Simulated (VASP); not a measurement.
# MgH2 (Fm-3m) in VASP: a series of runs, part 2 of 2

VASP 6.6.1.

## 4. Single point, LDA

This run uses another cell than the first one, of 8.82 Å³/atom, 1.043 times its volume.

The input, INCAR:

```
SYSTEM = MgH2
ALGO = Normal
EDIFF = 1E-6
ENCUT = 520
GGA = CA
ISIF = 2
ISMEAR = -1
LASPH = .TRUE.
LCHARG = .FALSE.
LREAL = .FALSE.
LWAVE = .FALSE.
NBANDS = 9
NELM = 60
PREC = Accurate
SIGMA = 0.1
```

The input, KPOINTS:

```
k-points
0
G
  8 8 8
  0 0 0
```

The input, POSCAR:

```
MgH2
1.0
    0.0000000000      2.3650862031      2.3650862031
    2.3650862031      0.0000000000      2.3650862031
    2.3650862031      2.3650862031      0.0000000000
Mg H
1 2
Direct
    0.0000000000      0.0000000000      0.0000000000
    0.7500000000      0.7500000000      0.7500000000
    0.2500000000      0.2500000000      0.2500000000
```

Potentials or basis: VASP PAW LDA potentials, release 64 (Mg, H).

Launch:

```sh
$ cat potpaw_LDA.64/Mg/POTCAR potpaw_LDA.64/H/POTCAR > POTCAR
$ mpirun -np 1 vasp_std > vasp.out
```

OUTCAR:

```text
SYSTEM = MgH2
   EDIFF = 1E-6
   ENCUT = 520
   GGA = CA
   ISIF = 2
   ISMEAR = -1
   LASPH = .TRUE.
   LREAL = .FALSE.
   NELM = 60
   PREC = Accurate

 ion  position               nearest neighbor table
   1  0.000  0.000  0.000-   2 2.05   2 2.05   2 2.05   3 2.05   3 2.05   3 2.05   3 2.05   2 2.05

   2  0.750  0.750  0.750-   1 2.05   1 2.05   1 2.05   1 2.05
   3  0.250  0.250  0.250-   1 2.05   1 2.05   1 2.05   1 2.05

  LATTYP: Found a face centered cubic cell.
 ALAT       =     4.7301724062

  Lattice vectors:

 A1 = (   0.0000000000,   2.3650862031,   2.3650862031)
 A2 = (   2.3650862031,   0.0000000000,   2.3650862031)
 A3 = (   2.3650862031,   2.3650862031,   0.0000000000)

Analysis of symmetry for initial positions (statically):
=====================================================================
 Subroutine PRICEL returns:
 Original cell was already a primitive cell.

 Routine SETGRP: Setting up the symmetry group for a
 face centered cubic supercell.

 Subroutine GETGRP returns: Found 48 space group operations
 (whereof 48 operations were pure point group operations)
 out of a pool of 48 trial point group operations.

The static configuration has the point symmetry O_h .

Analysis of symmetry for dynamics (positions and initial velocities):
=====================================================================
 Subroutine PRICEL returns:
 Original cell was already a primitive cell.

 Routine SETGRP: Setting up the symmetry group for a
 face centered cubic supercell.

 Subroutine GETGRP returns: Found 48 space group operations
 (whereof 48 operations were pure point group operations)
 out of a pool of 48 trial point group operations.

The dynamic configuration has the point symmetry O_h .

 Subroutine INISYM returns: Found 48 space group operations
 (whereof 48 operations are pure point group operations),
 and found     1 'primitive' translations

----------------------------------------------------------------------------------------

[... 120 lines left out ...]
   LHFCALC =     F    Hartree Fock is set to
   AEXX    =    0.0000 exact exchange contribution
   IVDW    =     0    specifies the selected vdW correction
   LEPSILON=     F    determine dielectric tensor
   LRPA    =     F    only Hartree local field effects (RPA)
 non-spin polarized calculation
  energy-cutoff  :      520.00
  volume of cell :       26.46
 maximum number of plane-waves:       725
 NGX is ok and might be reduce to    28
   NGX = 13   NGY = 13   NGZ = 13

 number of electron       4.0000000 magnetization

 Free energy of the ion-electron system (eV)
  ---------------------------------------------------
  ext. energy  EPLUGINS =         0.00000000
  ---------------------------------------------------
  free energy    TOTEN  =        -9.18502867 eV

  energy without entropy =       -9.17782305  energy(sigma->0) =       -9.18142586

 E-fermi :   2.8510     XC(G=0):  -9.3618

 val. band max:        2.7237968073   @ k =  -0.3750   0.5000   0.1250
 cond. band min:       3.0810093310   @ k =   0.5000   0.3750   0.0000
 fundamental gap:      0.3572125237
 Fermi energy:         2.8509501891

 k-point     1 :       0.0000    0.0000    0.0000
  band No.  band energies     occupation
      1      -7.2279      2.00000
      2       4.0936      0.00001
      3      12.1399      0.00000
      4      12.1399      0.00000
      5      12.1399      0.00000
      6      14.6442      0.00000
      7      14.6442      0.00000
      8      14.6442      0.00000
      9      15.7783      0.00000
[... 265 lines left out ...]
 k-point    24 :      -0.3750    0.2500    0.1250
  band No.  band energies     occupation
      1      -2.3191      2.00000
      2      -2.2707      2.00000
      3       5.9220      0.00000
      4       6.4145      0.00000
      5      11.7801      0.00000
      6      11.8186      0.00000
      7      17.1621      0.00000
      8      17.5232      0.00000
      9      19.0104      0.00000

 [... further k-points ...]

------------------------ aborting loop because EDIFF is reached ----------------------------------------

  FORCE on cell =-STRESS in cart. coord.  units (eV):
  Direction    XX          YY          ZZ          XY          YZ          ZX
  --------------------------------------------------------------------------------------
  -------------------------------------------------------------------------------------
  Total       -0.4984948     -0.4984948     -0.4984948     -0.0000000      0.0000000      0.0000000
  in kB      -30.1856335    -30.1856335    -30.1856335     -0.0000000      0.0000000      0.0000000
  external PRESSURE =     -30.1856335 kB  Pullay stress =       0.0000000 kB

 VOLUME and BASIS-vectors are now :
 -----------------------------------------------------------------------------
  energy-cutoff  :      520.00
  volume of cell :       26.46
      direct lattice vectors                 reciprocal lattice vectors
     0.000000000  2.365086203  2.365086203    -0.211408785  0.211408785  0.211408785
     2.365086203  0.000000000  2.365086203     0.211408785 -0.211408785  0.211408785
     2.365086203  2.365086203  0.000000000     0.211408785  0.211408785 -0.211408785

 POSITION                                       TOTAL-FORCE (eV/Angst)
 -----------------------------------------------------------------------------------
      0.00000      0.00000      0.00000        -0.000000     -0.000000      0.000000
      3.54763      3.54763      3.54763         0.000000      0.000000      0.000000
      1.18254      1.18254      1.18254        -0.000000     -0.000000     -0.000000
 -----------------------------------------------------------------------------------
    total drift:                                0.000000      0.000000      0.000000

  FREE ENERGIE OF THE ION-ELECTRON SYSTEM (eV)
  ---------------------------------------------------
  free  energy   TOTEN  =        -9.1850286707 eV

  energy  without entropy=       -9.1778230468  energy(sigma->0) =       -9.18142586
```

OSZICAR:

```text
N       E                     dE             d eps       ncg     rms          rms(c)
DAV:   1    -0.408398429660E+01   -0.40840E+01   -0.18231E+03   546   0.336E+02
DAV:   2    -0.976396022567E+01   -0.56800E+01   -0.54702E+01   710   0.404E+01
DAV:   3    -0.988581159059E+01   -0.12185E+00   -0.12166E+00   633   0.581E+00
DAV:   4    -0.988592795041E+01   -0.11636E-03   -0.11636E-03   701   0.198E-01
DAV:   5    -0.988592820518E+01   -0.25477E-06   -0.25474E-06   673   0.760E-03    0.461E+00
DAV:   6    -0.935682655668E+01    0.52910E+00   -0.39818E-01   545   0.230E+00    0.224E+00
DAV:   7    -0.918463493296E+01    0.17219E+00   -0.45141E-01   562   0.263E+00    0.353E-01
DAV:   8    -0.918518463140E+01   -0.54970E-03   -0.54167E-03   569   0.394E-01    0.688E-02
DAV:   9    -0.918502745345E+01    0.15718E-03   -0.35033E-04   638   0.693E-02    0.101E-02
DAV:  10    -0.918503086928E+01   -0.34158E-05   -0.18751E-05   622   0.224E-02    0.116E-02
DAV:  11    -0.918502866280E+01    0.22065E-05   -0.57082E-06   539   0.839E-03    0.678E-04
DAV:  12    -0.918502867066E+01   -0.78607E-08   -0.12064E-07   297   0.224E-03
   1 F= -.91850287E+01 E0= -.91814259E+01  d E =-.720562E-02
```

stdout:

```text
POSCAR found type information on POSCAR MgH
 POSCAR found :  2 types and       3 ions
 scaLAPACK will be used
 LDA part: xc-table for (Slater(with rela. corr.)+CA(PZ))
 , standard interpolation
 POSCAR, INCAR and KPOINTS ok, starting setup
 FFT: planning ... GRIDC
 FFT: planning ... GRID_SOFT
 FFT: planning ... GRID
 WAVECAR not read
 entering main loop
```

Run time: 5.7 s. Hardware: 1 thread of Intel Xeon 6975P-C, shared host; peak memory 0.14 GiB.

Results:

```yaml
Free_energy: -9.1850 eV
Pressure: -3.0 GPa
Band_gap_on_the_k_mesh: zero (band 2 reaches 4.09 eV, above the bottom of band 3 at 2.32 eV)
```

## 5. Single point, LDA

This run uses another cell than the first one, of 9.00 Å³/atom, 1.064 times its volume.

The input, INCAR:

```
SYSTEM = MgH2
  PREC = Accurate
  ENCUT = 520
  EDIFF = 1E-6
  ISMEAR = -1
  SIGMA = 0.1
  LREAL = .False.
  LASPH = .True.
  NELM = 60
  ALGO = Normal
  ISIF = 2
  LWAVE = .False.
  LCHARG = .False.
  GGA = CA
  NBANDS = 9
```

The input, KPOINTS:

```
regular mesh
0
Gamma
  8 8 8
  0 0 0
```

The input, POSCAR:

```
MgH2
1.0
    0.0000000000      2.3810670000      2.3810670000
    2.3810670000      0.0000000000      2.3810670000
    2.3810670000      2.3810670000      0.0000000000
Mg H
1 2
Direct
    0.0000000000      0.0000000000      0.0000000000
    0.7500000000      0.7500000000      0.7500000000
    0.2500000000      0.2500000000      0.2500000000
```

Launch:

```sh
$ cat potpaw_LDA.64/Mg/POTCAR potpaw_LDA.64/H/POTCAR > POTCAR
$ mpirun -np 1 vasp_std > vasp.out
```

Run time: 3.8 s. Hardware: 1 thread of Intel Xeon 6975P-C, shared host; peak memory 0.14 GiB.

Results (log left out):

```yaml
Free_energy: -9.1734 eV
Pressure: -4.1 GPa
Band_gap_on_the_k_mesh: zero (band 2 reaches 3.93 eV, above the bottom of band 3 at 2.21 eV)
```

Levels at points of the mesh, in eV from the Fermi level:
```
           k point  band 1  band 2  band 3  band 4  band 5  band 6
(0.00, 0.00, 0.00)   -9.95    1.20    9.21    9.21    9.21   11.60
(0.50, 0.00, 0.00)   -5.66   -5.56    6.82    7.19    8.89    8.89
(0.50, 0.50, 0.00)   -5.62   -2.17   -0.53    4.55    4.55    7.69
```

## 6. Overview

| cell | gap on the mesh (eV) | pressure (GPa) |
| --- | --- | --- |
| a = 3.299 Å, angles 60.0°, 3 atoms | none | -0.5 |
| a = 3.322 Å, angles 60.0°, 3 atoms | none | -1.8 |
| a = 3.345 Å, angles 60.0°, 3 atoms | none | -3.0 |
| a = 3.367 Å, angles 60.0°, 3 atoms | none | -4.1 |

Alike in all rows: task single point; level LDA; potentials or basis VASP PAW LDA potentials, release 64 (Mg, H); no spin polarisation; k mesh 8 × 8 × 8; cutoff (eV) 520; smearing fermi-dirac 0.1 eV.

Total energies depend on the potentials used, so only differences within one code and one set of settings carry meaning.
